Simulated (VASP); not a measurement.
A run of VASP 6.6.1:

INCAR

```
SYSTEM = Y
PREC = Accurate ; ENCUT = 520
EDIFF = 1E-7 ; ISMEAR = 0
SIGMA = 0.15 ; LREAL = .False.
LASPH = .True. ; NELM = 60
ALGO = Fast ; ISIF = 2
LWAVE = .False. ; LCHARG = .False.
GGA = PE ; NBANDS = 18
```

The input KPOINTS:

```
regular mesh
0
Gamma
  18 18 8
  0 0 0
```

POSCAR

```
Y
1.0
    3.5602117562      0.0000000000      0.0000000000
   -1.7801058781      3.0832338237      0.0000000000
    0.0000000000      0.0000000000      5.4600300000
Y
2
Direct
    0.3333333333      0.6666666667      0.2500000000
    0.6666666667      0.3333333333      0.7500000000
```

Potentials or basis: VASP PAW PBE potentials, release 64 (Y_sv).

Command:

```bash
$ cat potpaw_PBE.64/Y_sv/POTCAR > POTCAR
$ mpirun -np 1 vasp_std > vasp.out
```

Hardware: 1 thread of Intel(R) Xeon(R) Platinum 8488C (Sapphire Rapids) (shared host).

Question: How long does it take, and how much memory?

Answer: It took 3.5 min on 1 thread of Intel(R) Xeon(R) Platinum 8488C (Sapphire Rapids) (shared host), peak memory 0.32 GiB. Counts: scf iterations 20, k points 185.
